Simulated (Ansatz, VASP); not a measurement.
**In in VASP and in Ansatz**

```
In
1.0
    -1.66715    1.61767    2.47395
     1.61767   -1.66715    2.47395
     1.63463    1.63463   -2.50647
In
1
Direct
  0.00000 0.00000 0.00000
```

Change from the starting cell: equal xy, yz and zx shear strains of -2 %.

Alike in both runs: task single point; functional PBE; k mesh 12 × 12 × 14; occupations fermi-dirac, width 0.05 eV; no spin polarisation.

```csv
,VASP,Ansatz
version,VASP 6.6.1,Ansatz 0.2.0
potentials or method,"VASP PAW PBE potentials, release 64 (In_d), cutoff 500 eV","all-electron LAPW, scalar-relativistic"
```

```csv
,VASP,Ansatz,Ansatz less VASP
pressure (GPa),2.0,2.1,+0.04
"traceless stress, the component that is largest in VASP (GPa)",0.17,0.17,+0.001
```

Ansatz ran all-electron here, and VASP with PAW potentials.
